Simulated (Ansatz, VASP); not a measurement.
**Two plane-wave programs on CdO2**

```
Cd O
1.0
     3.47623    0.00000    0.00000
    -1.73811    3.01050    0.00000
     0.00000    0.00000    4.14808
Cd O
1 2
Direct
  0.00000 0.00000 0.00000
  0.66667 0.33333 0.75578
  0.33333 0.66667 0.24422
```

Alike in both runs: task single point; functional PBEsol; k mesh 5 × 5 × 4; occupations fermi-dirac, width 0.1 eV; no spin polarisation.

|  | VASP | Ansatz |
| --- | --- | --- |
| version | VASP 6.6.1 | Ansatz 0.2.0 |
| potentials or method | VASP PAW PBE potentials, release 64 (Cd, O) | plane waves, PAW |
| plane-wave cutoff (eV) | 600 | 420 |
| valence electrons in the cell | 24 | 32 |

```csv
,VASP,Ansatz,Ansatz less VASP
pressure (GPa),-9.2,-10.4,-1.17
"traceless stress, the component that is largest in VASP (GPa)",1.09,1.76,+0.672
rms of the force components (eV/Å),0.100,0.154,+0.0534
```

VASP's potentials were made for PBE, not for PBEsol. Atom by atom the forces differ by 0.053 eV/Å (rms over components). With one functional, cell and mesh, what is left measures potentials, basis and numerics. VASP's potentials hold 24 valence electrons a cell and Ansatz's 32, so a difference there can come from the potentials and not from the codes.

The k mesh is coarse, so the values compare programs but aren't converged.
